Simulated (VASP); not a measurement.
## Li2S: single point with PBEsol

Li2S:

```
Li S
1.0
     0.00000    2.81577    2.81577
     2.81577    0.00000    2.81577
     2.81577    2.81577    0.00000
Li S
2 1
Direct
  0.25000 0.25000 0.25000
  0.75000 0.75000 0.75000
  0.00000 0.00000 0.00000
```

```yaml
Program: VASP 6.6.1
Task: single point
Functional: PBEsol
Potentials_or_basis: VASP PAW PBE potentials, release 64 (Li_sv, S)
Cutoff: 750 eV
k_mesh: 6 × 6 × 6
Occupations: gaussian, width 0.01 eV
Spin: no spin polarisation
Dipole_correction: no
Further_INCAR_settings: ALGO = Normal; EDIFF = 1e-06; NBANDS = 13
```

```
Pressure               : 0.5 GPa
Band gap on the k mesh : 3.19 eV (least direct gap 4.28 eV)
```

Levels at points of the mesh, in eV from the valence-band top:
| k point | band 2 | band 3 | band 4 | band 5 | band 6 | band 7 | band 8 | band 9 | band 10 | band 11 |
| --- | --- | --- | --- | --- | --- | --- | --- | --- | --- | --- |
| (0.00, 0.00, 0.00) | -43.38 | -11.12 | 0.00 | 0.00 | 0.00 | 4.28 | 6.16 | 6.16 | 6.16 | 11.23 |
| (0.50, 0.00, 0.00) | -43.40 | -10.65 | -3.05 | -0.54 | -0.54 | 6.16 | 6.49 | 6.49 | 8.41 | 12.93 |
| (0.50, 0.50, 0.00) | -43.39 | -10.51 | -2.27 | -1.51 | -1.51 | 3.19 | 7.11 | 11.22 | 11.22 | 12.37 |

Wall time 8.6 s on 1 thread of Intel(R) Xeon(R) Platinum 8488C (Sapphire Rapids) (shared host), peak memory 0.2 GiB.

Caveat: the PAW data sets were made with another functional, which shifts forces and pressure a little. A k mesh can miss the band edges.
